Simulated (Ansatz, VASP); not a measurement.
GaP in VASP and in Ansatz

```
CELL_PARAMETERS angstrom
0.00000 2.72525 2.72525
2.72525 0.00000 2.72525
2.72525 2.72525 0.00000
ATOMIC_POSITIONS crystal
Ga 0.00000 0.00000 0.00000
P 0.25000 0.25000 0.25000
```

Alike in both runs: task relaxation of cell and atoms; functional PBE; dispersion D3(BJ); k mesh 8 × 8 × 8; occupations gaussian, width 0.02 eV; no spin polarisation.

```csv
,VASP,Ansatz
version,VASP 6.6.1,Ansatz 0.2.0
potentials or method,"VASP PAW PBE potentials, release 64 (Ga_d, P), cutoff 500 eV","scalar-relativistic, plane waves, PAW"
valence electrons in the cell,18,18
```

Ansatz gave:

* gap on the k mesh at the Fermi level, each at its own relaxed structure (eV): 1.64
* relaxed volume (Å³/atom): 20.19
* relaxed cell length with the largest relative difference (Å): 3.851

**Question.** Which values does VASP return?

**Answer.** gap on the k mesh at the Fermi level, each at its own relaxed structure (eV): 1.64; relaxed volume (Å³/atom): 20.18; relaxed cell length with the largest relative difference (Å): 3.850.
